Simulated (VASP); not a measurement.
Here is a VASP 6.6.1 calculation.

The input INCAR:

```
SYSTEM = Rh
PREC = Accurate
ENCUT = 600
EDIFF = 1E-6
ISMEAR = -1
SIGMA = 0.05
LREAL = .FALSE.
LASPH = .TRUE.
NELM = 80
ALGO = Normal
ISIF = 3
LWAVE = .FALSE.
LCHARG = .FALSE.
GGA = PE
IBRION = 2
NSW = 60
EDIFFG = -0.005
PSTRESS = 5200.0
```

KPOINTS

```
regular mesh
0
G
  20 20 18
  0 0 0
```

File POSCAR:

```
Rh
1.0
    2.1707609733      0.0000000000      0.0000000000
   -1.0853804867      1.8799341484      0.0000000000
    0.0000000000      0.0000000000      2.0405153149
Rh
1
Direct
    0.0000000000      0.0000000000      0.0000000000
```

Potentials or basis: VASP PAW PBE potentials, release 64 (Rh_pv).

Launch:

```bash
$ cat potpaw_PBE.64/Rh_pv/POTCAR > POTCAR
$ mpirun -np 1 vasp_std > vasp.out
```

Estimate the band gap on the k mesh.

zero (an odd number of electrons rules out a gap without spin polarisation).

What does it give for the space group after relaxing (to 0.1 Å)?

P6/mmm (No. 191).

Estimate the relaxed cell.

a = 2.182 Å, b = 2.182 Å, c = 2.068 Å, α = 90.00°, β = 90.00°, γ = 120.00°.

The path:
```tsv
step	energy change (eV)	largest force (eV/Å)	pressure (GPa)	volume (Å³)
1	0.0000	0.0000	572.36	8.33
2	-6.1361	0.0000	97.38	12.04
3	-0.8884	0.0000	504.65	8.59
4	-0.7120	0.0000	517.97	8.54
5	-0.6984	0.0000	519.02	8.53
6	-0.4927	0.0000	533.92	8.48
7	-0.6772	0.0000	520.79	8.52
8	-0.7870	0.0000	512.37	8.56
9	-0.6870	0.0000	519.95	8.53
10	-0.6863	0.0000	519.98	8.53
```

Caveat: the cell is relaxed towards a set pressure, so the run minimises the enthalpy, not the energy.
